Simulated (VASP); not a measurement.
A run of VASP 6.6.1 is set up as follows.

Contents of INCAR:

```
  PREC = Accurate
  ENCUT = 520
  EDIFF = 1E-7
  ISMEAR = 0
  SIGMA = 0.05
  LREAL = F
  LASPH = T
  NELM = 100
  ALGO = Normal
  ISIF = 2
  LWAVE = F
  LCHARG = F
  GGA = PE
  NBANDS = 44
```

The input KPOINTS:

```
regular mesh
0
Gamma
  4 4 4
```

Contents of POSCAR:

```
CO2
1.0
    6.1709788928      0.0000000000      0.0000000000
    0.0000000000      6.1709788928      0.0000000000
    0.0000000000      0.0000000000      6.0241095952
C O
4 8
Direct
    0.0000000000      0.0000000000      0.0000000000
    0.5000000000      0.0000000000      0.5000000000
    0.5000000000      0.5000000000      0.0000000000
    0.0000000000      0.5000000000      0.5000000000
    0.1114834447      0.1114834447      0.1114834447
    0.3885165553      0.8885165553      0.6114834447
    0.6114834447      0.3885165553      0.8885165553
    0.8885165553      0.6114834447      0.3885165553
    0.8885165553      0.8885165553      0.8885165553
    0.6114834447      0.1114834447      0.3885165553
    0.3885165553      0.6114834447      0.1114834447
    0.1114834447      0.3885165553      0.6114834447
```

Potentials or basis: VASP PAW PBE potentials, release 64 (C, O).

Launch:

```sh
$ cat potpaw_PBE.64/C/POTCAR potpaw_PBE.64/O/POTCAR > POTCAR
$ mpirun -np 1 vasp_std > vasp.out
```

**Question.** Predict the band gap on the k mesh.

**Answer.** 6.50 eV, direct.

**Question.** Estimate the pressure.

**Answer.** -1.6 GPa.

**Question.** Predict the largest force.

**Answer.** 0.629 eV/Å.

Stress tensor (GPa, compression positive):
```
-1.69  0.00  0.00
 0.00 -1.69  0.00
 0.00  0.00 -1.55
```

 A k mesh can miss the band edges.
